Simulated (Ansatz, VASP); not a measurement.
Sb in VASP and in Ansatz

```
Sb
1.0
    -1.89328    1.89328    1.89328
     1.89328   -1.89328    1.89328
     1.89328    1.89328   -1.89328
Sb
1
Cartesian
  0.0000 0.0000 0.0000
```

Alike in both runs: functional PBE; k mesh 15 × 15 × 15; occupations fermi-dirac, width 0.05 eV; no spin polarisation.

Ansatz relaxed the structure, and its values are those at the end. VASP's run is a single point on that final structure, the one shown.

|  | VASP | Ansatz |
| --- | --- | --- |
| version | VASP 6.6.1 | Ansatz 0.2.0 |
| potentials or method | VASP PAW PBE potentials, release 64 (Sb) | PAW with Ansatz's default frozen-core files, scalar-relativistic |
| plane-wave cutoff (eV) | 520 | 420 |
| valence electrons in the cell | 5 | 15 |

VASP gave:

* pressure (GPa): -0.2

Task: What did Ansatz give for the same quantities?

Result: Pressure (GPa): 0.0.

VASP's potentials hold 5 valence electrons a cell and Ansatz's 15, so a difference there can come from the potentials and not from the codes.

Spin-orbit coupling is off throughout.
